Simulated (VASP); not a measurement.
Here is a VASP 6.6.1 calculation.

File INCAR:

```
PREC = Accurate
ENCUT = 520
EDIFF = 1E-6
ISMEAR = 0
SIGMA = 0.02
LREAL = False
LASPH = True
NELM = 80
ALGO = Normal
ISIF = 2
LWAVE = False
LCHARG = False
GGA = PS
NBANDS = 11
```

The input KPOINTS:

```
Automatic mesh
0
Gamma
  12 12 12
```

The input POSCAR:

```
C
1.0
    0.0000000000      1.7908546120      1.7908546120
    1.7908546120      0.0000000000      1.7908546120
    1.7908546120      1.7908546120      0.0000000000
C
2
Direct
    0.5000000000      0.5000000000      0.5000000000
    0.7500000000      0.7500000000      0.7500000000
```

Potentials or basis: VASP PAW PBE potentials, release 64 (C).

The run is started by

```bash
$ cat potpaw_PBE.64/C/POTCAR > POTCAR
$ mpirun -np 1 vasp_std > vasp.out
```

Question: Estimate the pressure.

Answer: -9.1 GPa.

Question: Estimate the band gap on the k mesh.

Answer: 4.01 eV, indirect (least direct gap 5.50 eV).

Caveat: the cell differs from its parent crystal (strained); the PAW data sets were made with another functional, which shifts forces and pressure a little. A k mesh can miss the band edges.
